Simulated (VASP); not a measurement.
A run of VASP 6.6.1:

The input INCAR:

```
SYSTEM = S
  ALGO = Normal
  EDIFF = 1E-6
  ENCUT = 520
  GGA = PE
  ISIF = 2
  ISMEAR = -1
  LASPH = .True.
  LCHARG = .True.
  LELF = .True.
  LREAL = .False.
  LVHAR = .True.
  LWAVE = .False.
  NBANDS = 13
  NELM = 80
  PREC = Accurate
  SIGMA = 0.05
```

File KPOINTS:

```
k-points
0
Gamma
  20 20 11
  0 0 0
```

File POSCAR:

```
S
1.0
    2.2032686922      0.0000000000      0.0000000000
   -1.1016343461      1.9080866588      0.0000000000
    0.0000000000      0.0000000000      3.1310981648
S
2
Direct
    0.3333333333      0.6666666667      0.2500000000
    0.6666666667      0.3333333333      0.7500000000
```

Potentials or basis: VASP PAW PBE potentials, release 64 (S).

The run is started by

```bash
$ cat potpaw_PBE.64/S/POTCAR > POTCAR
$ mpirun -np 1 vasp_std > vasp.out
```

Hardware: 1 thread of Intel(R) Xeon(R) 6975P-C (Granite Rapids), on a shared host.

**Question.** Estimate the wall time of this run.

**Answer.** It took 8.6 s on 1 thread of Intel(R) Xeon(R) 6975P-C (Granite Rapids), on a shared host, peak memory 0.13 GiB. Counts: scf iterations 11, k points 264.
